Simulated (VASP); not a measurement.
# WSe2 (P6_3/mmc) in VASP: single point with PBE

Aim: the single point of WSe2 with PBE.

Program: VASP 6.6.1. These are calculated values, not measurements. Logs are shortened: lines on timing, memory, paths and dates and some standing lists are left out, and cuts for length are marked.

**What was measured.**

From “Time-resolved XUV ARPES with tunable 24–33 eV laser pulses at 30 meV resolution”, 2019, pmc:6684652, for a bulk crystal of WSe2: band gap 1.3 eV (indirect).

How close the calculation comes is told below.

**1. The cell of the first run**

The structure is hexagonal, space group P6_3/mmc (No. 194). The conventional cell has a = 3.321 Å, b = 3.321 Å, c = 15.202 Å, α = 90.00°, β = 90.00°, γ = 120.00°. Within 3.4 Å of W (site symmetry -6m2) lie 6 Se at 2.55 Å and 6 W at 3.32 Å. Se (site symmetry 3m) has 3 W at 2.55 Å and 7 Se at 3.32 to 3.36 Å within 3.4 Å.

**2. Single point, PBE**

The input, INCAR:

```
ALGO = Normal
EDIFF = 1E-6
ENCUT = 520
GGA = PE
ISIF = 2
ISMEAR = 0
LASPH = True
LCHARG = False
LREAL = False
LWAVE = False
NBANDS = 35
NELM = 80
PREC = Accurate
SIGMA = 0.02
```

The input, KPOINTS:

```
k-points
0
Gamma
  9 9 2
```

The input, POSCAR:

```
WSe2
1.0
    3.3209604113      0.0000000000      0.0000000000
   -1.6604802056      2.8760360812      0.0000000000
    0.0000000000      0.0000000000     15.2021818780
W Se
2 4
Direct
    0.3333333333      0.6666666667      0.2500000000
    0.6666666667      0.3333333333      0.7500000000
    0.3333333333      0.6666666667      0.6396208569
    0.6666666667      0.3333333333      0.1396208569
    0.3333333333      0.6666666667      0.8603791431
    0.6666666667      0.3333333333      0.3603791431
```

Potentials or basis: VASP PAW PBE potentials, release 64 (W_sv, Se).

Run with:

```console
cat potpaw_PBE.64/W_sv/POTCAR potpaw_PBE.64/Se/POTCAR > POTCAR
mpirun -np 1 vasp_std > vasp.out
```

OUTCAR:

```text
EDIFF = 1E-6
   ENCUT = 520
   GGA = PE
   ISIF = 2
   ISMEAR = 0
   LASPH = True
   LREAL = False
   NELM = 80
   PREC = Accurate

 ion  position               nearest neighbor table
   1  0.333  0.667  0.250-   4 2.55   6 2.55   4 2.55   6 2.55   4 2.55   6 2.55
   2  0.667  0.333  0.750-   3 2.55   5 2.55   3 2.55   5 2.55   3 2.55   5 2.55
   3  0.333  0.667  0.640-   2 2.55   2 2.55   2 2.55
   4  0.667  0.333  0.140-   1 2.55   1 2.55   1 2.55
   5  0.333  0.667  0.860-   2 2.55   2 2.55   2 2.55
   6  0.667  0.333  0.360-   1 2.55   1 2.55   1 2.55

  LATTYP: Found a hexagonal cell.
 ALAT       =     3.3209604113
 C/A-ratio  =     4.5776462213

  Lattice vectors:

 A1 = (   3.3209604113,   0.0000000000,   0.0000000000)
 A2 = (  -1.6604802056,   2.8760360812,   0.0000000000)
 A3 = (   0.0000000000,   0.0000000000,  15.2021818780)

Analysis of symmetry for initial positions (statically):
=====================================================================
 Subroutine PRICEL returns:
 Original cell was already a primitive cell.

 Routine SETGRP: Setting up the symmetry group for a
 hexagonal supercell.

 Subroutine GETGRP returns: Found 24 space group operations
 (whereof 12 operations were pure point group operations)
 out of a pool of 24 trial point group operations.

The static configuration has the point symmetry D_3d.
 The point group associated with its full space group is D_6h.

Analysis of symmetry for dynamics (positions and initial velocities):
=====================================================================
 Subroutine PRICEL returns:
 Original cell was already a primitive cell.

 Routine SETGRP: Setting up the symmetry group for a
 hexagonal supercell.

 Subroutine GETGRP returns: Found 24 space group operations
 (whereof 12 operations were pure point group operations)
 out of a pool of 24 trial point group operations.

The dynamic configuration has the point symmetry D_3d.
 The point group associated with its full space group is D_6h.

 Subroutine INISYM returns: Found 24 space group operations
 (whereof 12 operations are pure point group operations),
 and found     1 'primitive' translations

----------------------------------------------------------------------------------------

                                     Primitive cell

  volume of cell :     145.1991

  direct lattice vectors                    reciprocal lattice vectors
     3.320960411  0.000000000  0.000000000     0.301117712  0.173850392  0.000000000
    -1.660480206  2.876036081  0.000000000     0.000000000  0.347700784  0.000000000
     0.000000000  0.000000000 15.202181878     0.000000000  0.000000000  0.065780031

  length of vectors
     3.320960411  3.320960411 15.202181878     0.347700784  0.347700784  0.065780031

  position of ions in fractional coordinates (direct lattice)
     0.333333333  0.666666667  0.250000000
     0.666666667  0.333333333  0.750000000
     0.333333333  0.666666667  0.639620857
     0.666666667  0.333333333  0.139620857
     0.333333333  0.666666667  0.860379143
     0.666666667  0.333333333  0.360379143

  ion indices of the primitive-cell ions
   primitive index   ion index
                 1           1
                 2           2
                 3           3
                 4           4
                 5           5
                 6           6

----------------------------------------------------------------------------------------

 KPOINTS: k-points

Automatic generation of k-mesh.
 Grid dimensions read from file:
 generate k-points for:    9    9    2

 Generating k-lattice:

  Cartesian coordinates                     Fractional coordinates (reciprocal lattice)
     0.033457524  0.019316710  0.000000000     0.111111111  0.000000000  0.000000000
     0.000000000  0.038633420  0.000000000     0.000000000  0.111111111  0.000000000
     0.000000000  0.000000000  0.032890016     0.000000000  0.000000000  0.500000000

  Length of vectors
     0.038633420  0.038633420  0.032890016

  Shift w.r.t. Gamma in fractional coordinates (k-lattice)
     0.000000000  0.000000000  0.000000000

 Subroutine IBZKPT returns following result:
 ===========================================

 Found     24 irreducible k-points:

 Following reciprocal coordinates:
            Coordinates               Weight
  0.000000  0.000000  0.000000      1.000000
  0.111111  0.000000  0.000000      6.000000
  0.222222  0.000000  0.000000      6.000000
  0.333333  0.000000  0.000000      6.000000
  0.444444  0.000000  0.000000      6.000000
  0.111111  0.111111  0.000000      6.000000
[... 16 lines left out ...]
  0.333333  0.222222  0.500000     12.000000
  0.333333  0.333333  0.500000      2.000000
   k-points           NKPTS =     24   k-points in BZ     NKDIM =     24   number of bands    NBANDS=     35
   number of dos      NEDOS =    301   number of ions     NIONS =      6
   total plane-waves  NPLWV =  94080
   dimension x,y,z NGX =    28 NGY =   28 NGZ =  120
   dimension x,y,z NGXF=    56 NGYF=   56 NGZF=  240
   ions per type =               2   4
   NGX,Y,Z   is equivalent  to a cutoff of  14.02, 14.02, 13.12 a.u.
   NGXF,Y,Z  is equivalent  to a cutoff of  28.03, 28.03, 26.25 a.u.
 SYSTEM =  unknown system
   PREC   = accura    normal or accurate (medium, high low for compatibility)
   ISTART =      0    job   : 0-new  1-cont  2-samecut
   ICHARG =      2    charge: 1-file 2-atom 10-const
   ISPIN  =      1    spin polarized calculation?
   LNONCOLLINEAR =      F non collinear calculations
   LSORBIT =      F    spin-orbit coupling
   LASPH  =      T    aspherical Exc in radial PAW
   ENCUT  =  520.0 eV  38.22 Ry    6.18 a.u.   6.17  6.17 28.27*2*pi/ulx,y,z
   NELM   =     80;   NELMIN=  2; NELMDL= -5     # of ELM steps
   EDIFF  = 0.1E-05   stopping-criterion for ELM
   LREAL  =      F    real-space projection
   EDIFFG = 0.1E-04   stopping-criterion for IOM
   NSW    =      0    number of steps for IOM
   IBRION =     -1    ionic relax: 0-MD 1-quasi-New 2-CG
   NFREE  =      0    steps in history (QN), initial steepest desc. (CG)
   ISIF   =      2    stress and relaxation
   ISYM   =      2    0-nonsym 1-usesym 2-fastsym
   POTIM  = 0.5000    time-step for ionic-motion
   TEBEG  =    0.0;   TEEND  =   0.0 temperature during run
   PSTRESS=    0.0 pullay stress
   NELECT =      52.0000    total number of electrons
   NUPDOWN=      -1.0000    fix difference up-down
   EMIN   =  10.00;   EMAX   =-10.00  energy-range for DOS
   EFERMI =   0.00;   METHOD = LEGACY
   ISMEAR =     0;   SIGMA  =   0.02  broadening in eV -4-tet -1-fermi 0-gaus
   EFERMI_NEDOS =   21; number of points for ismear=-14 and -15
   IALGO  =     38    algorithm
   IMIX   =      4    mixing-type and parameters
     AMIX     =   0.40;   BMIX     =  1.00
     AMIX_MAG =   1.60;   BMIX_MAG =  1.00
  volume/ion in A,a.u.               =      24.20       163.31
  Fermi-wavevector in a.u.,A,eV,Ry     =   1.162576  2.196950 18.389398  1.351583
  Thomas-Fermi vector in A             =   2.299135
   LORBIT       =      0    0 simple, 1 ext, 2 COOP (PROOUT), +10 PAW based schemes
   GGA     = PE    functional components
   LHFCALC =     F    Hartree Fock is set to
   AEXX    =    0.0000 exact exchange contribution
   IVDW    =     0    specifies the selected vdW correction
   LEPSILON=     F    determine dielectric tensor
   LRPA    =     F    only Hartree local field effects (RPA)
 non-spin polarized calculation
 Gauss-broadening in eV      SIGMA  =   0.02
  energy-cutoff  :      520.00
  volume of cell :      145.20
 maximum number of plane-waves:      3944
 NGX is ok and might be reduce to    28
   NGX = 13   NGY = 13   NGZ = 57

 number of electron      51.9999999 magnetization

 Free energy of the ion-electron system (eV)
  ---------------------------------------------------
  ext. energy  EPLUGINS =         0.00000000
  ---------------------------------------------------
  free energy    TOTEN  =       -43.25617949 eV

  energy without entropy =      -43.25617949  energy(sigma->0) =      -43.25617949

 E-fermi :   4.3057     XC(G=0):  -9.5410

 val. band max:        4.1884646327   @ k =   0.3333   0.3333   0.0000
 cond. band min:       5.7114417441   @ k =   0.3333   0.3333   0.0000
 fundamental gap:      1.5229771114
 Fermi energy:         4.3057236959

 k-point     1 :       0.0000    0.0000    0.0000
  band No.  band energies     occupation
      1     -69.9147      2.00000
      2     -69.9147      2.00000
      3     -34.1337      2.00000
      4     -34.1337      2.00000
      5     -34.0321      2.00000
      6     -34.0321      2.00000
[... 27 lines left out ...]
     34       7.2428      0.00000
     35       8.4658      0.00000

 k-point     2 :       0.1111    0.0000    0.0000
  band No.  band energies     occupation
      1     -69.9137      2.00000
      2     -69.9136      2.00000
      3     -34.1291      2.00000
      4     -34.1291      2.00000
      5     -34.0567      2.00000
      6     -34.0567      2.00000
[... 27 lines left out ...]
     34       7.3689      0.00000
     35       9.3070      0.00000

 k-point     3 :       0.2222    0.0000    0.0000
  band No.  band energies     occupation
      1     -69.9110      2.00000
      2     -69.9110      2.00000
      3     -34.1186      2.00000
      4     -34.1185      2.00000
      5     -34.1173      2.00000
      6     -34.1173      2.00000
[... 27 lines left out ...]
     34       7.9348      0.00000
     35      10.0296      0.00000
[... 723 lines left out ...]
 k-point    23 :       0.3333    0.2222    0.5000
  band No.  band energies     occupation
      1     -69.9052      2.00000
      2     -69.9052      2.00000
      3     -34.2083      2.00000
      4     -34.2083      2.00000
      5     -34.1298      2.00000
      6     -34.1298      2.00000
[... 27 lines left out ...]
     34       8.6754      0.00000
     35       9.7329      0.00000

 k-point    24 :       0.3333    0.3333    0.5000
  band No.  band energies     occupation
      1     -69.9047      2.00000
      2     -69.9047      2.00000
      3     -34.1873      2.00000
      4     -34.1873      2.00000
      5     -34.1659      2.00000
      6     -34.1659      2.00000
[... 27 lines left out ...]
     34       8.9372      0.00000
     35      10.0134      0.00000

------------------------ aborting loop because EDIFF is reached ----------------------------------------

  FORCE on cell =-STRESS in cart. coord.  units (eV):
  Direction    XX          YY          ZZ          XY          YZ          ZX
  --------------------------------------------------------------------------------------
  -------------------------------------------------------------------------------------
  Total        0.1892726      0.1892726      0.3049484      0.0000000     -0.0000000     -0.0000000
  in kB        2.0884991      2.0884991      3.3649062      0.0000000     -0.0000000     -0.0000000
  external PRESSURE =       2.5139682 kB  Pullay stress =       0.0000000 kB

 VOLUME and BASIS-vectors are now :
 -----------------------------------------------------------------------------
  energy-cutoff  :      520.00
  volume of cell :      145.20
      direct lattice vectors                 reciprocal lattice vectors
     3.320960411  0.000000000  0.000000000     0.301117712  0.173850392  0.000000000
    -1.660480206  2.876036081  0.000000000     0.000000000  0.347700784  0.000000000
     0.000000000  0.000000000 15.202181878     0.000000000  0.000000000  0.065780031

 POSITION                                       TOTAL-FORCE (eV/Angst)
 -----------------------------------------------------------------------------------
     -0.00000      1.91736      3.80055         0.000000     -0.000000      0.000000
      1.66048      0.95868     11.40164        -0.000000      0.000000      0.000000
     -0.00000      1.91736      9.72363         0.000000     -0.000000     -0.046959
      1.66048      0.95868      2.12254        -0.000000      0.000000     -0.046959
     -0.00000      1.91736     13.07964         0.000000     -0.000000      0.046959
      1.66048      0.95868      5.47855        -0.000000      0.000000      0.046959
 -----------------------------------------------------------------------------------
    total drift:                               -0.000000      0.000000     -0.000000

  FREE ENERGIE OF THE ION-ELECTRON SYSTEM (eV)
  ---------------------------------------------------
  free  energy   TOTEN  =       -43.2561794872 eV

  energy  without entropy=      -43.2561794872  energy(sigma->0) =      -43.25617949
```

Wall time 81 s (1 thread of Intel Xeon 6975P-C (Granite Rapids), shared host); peak memory 0.34 GiB.

What came out:

```yaml
Free_energy: -43.2562 eV
Pressure: 0.3 GPa
Largest_force: 0.047 eV/Å
Band_gap_on_the_k_mesh: 1.52 eV, direct
```

Forces in eV/Å, atoms in the order of the input:
```
W    0.000  0.000  0.000
W    0.000  0.000  0.000
Se   0.000  0.000 -0.047
Se   0.000  0.000 -0.047
Se   0.000  0.000  0.047
Se   0.000  0.000  0.047
```

Caveat: spin-orbit coupling is left out, which moves the levels of the heavy elements; this functional lacks dispersion, which binds the layers, so the pressure and a relaxed spacing across them are unreliable.

**3. How close it comes**

Step 2. Measured gap of WSe2: 1.3 eV (indirect; “Time-resolved XUV ARPES with tunable 24–33 eV laser pulses at 30 meV resolution”, 2019, pmc:6684652). This calculation gives 1.52 eV (+0.22 eV). Spin-orbit coupling on Se, W is left out. The value is that of PBE on a finite k mesh, which can miss the band edges, without temperature or zero-point motion.
